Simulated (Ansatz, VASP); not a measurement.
## One calculation of Li2O, two programs

INCAR

```
ALGO = Normal ; EDIFF = 1E-6
ENCUT = 750 ; GGA = CA
GGA_COMPAT = False ; ISIF = 2
ISMEAR = 0 ; LASPH = True
LCHARG = True ; LELF = True
LREAL = False ; LVHAR = True
LWAVE = False ; NBANDS = 13
NELM = 120 ; PREC = Accurate
SIGMA = 0.1
```

File KPOINTS:

```
k-points
0
Gamma
  6 6 6
```

The input POSCAR:

```
Li2O
1.0
    0.0000000000      2.3095000000      2.3095000000
    2.3095000000      0.0000000000      2.3095000000
    2.3095000000      2.3095000000      0.0000000000
Li O
2 1
Direct
    0.2500000000      0.2500000000      0.2500000000
    0.7500000000      0.7500000000      0.7500000000
    0.0000000000      0.0000000000      0.0000000000
```

Input for Ansatz:

```yaml
crystal:
  lattice:
    - [0.0, 2.3095, 2.3095]
    - [2.3095, 0.0, 2.3095]
    - [2.3095, 2.3095, 0.0]
  atoms:
    - { symbol: Li, position: [0.25, 0.25, 0.25] }
    - { symbol: Li, position: [0.75, 0.75, 0.75] }
    - { symbol: O, position: [0.0, 0.0, 0.0] }
basis:
  ecutwfc: 420
kpoints:
  mp_grid: { grid: [6, 6, 6] }
hamiltonian:
  xc: lda
scf:
  occupations: { method: gaussian, width: 0.1 }
output:
  forces: true
  stress: true
  eigenvalues: true
```

Alike in both runs: task single point; functional LDA; k mesh 6 × 6 × 6; occupations gaussian, width 0.1 eV; no spin polarisation.

|  | VASP | Ansatz |
| --- | --- | --- |
| version | VASP 6.6.1 | Ansatz 0.2.0 |
| potentials or method | VASP PAW LDA potentials, release 64 (Li_sv, O), cutoff 750 eV | scalar-relativistic, plane waves, PAW |
| valence electrons in the cell | 12 | 12 |

Ansatz gave:

- gap on the k mesh at the Fermi level (eV): 4.81
- least direct gap on the mesh (eV): 5.25
- pressure (GPa): -6.6

**Question.** What did VASP give for the same quantities?

**Answer.** gap on the k mesh at the Fermi level (eV): 4.80; least direct gap on the mesh (eV): 5.25; pressure (GPa): -6.8.

LDA's correlation is that of Perdew and Zunger in VASP and of Perdew and Wang (1992) in Ansatz.
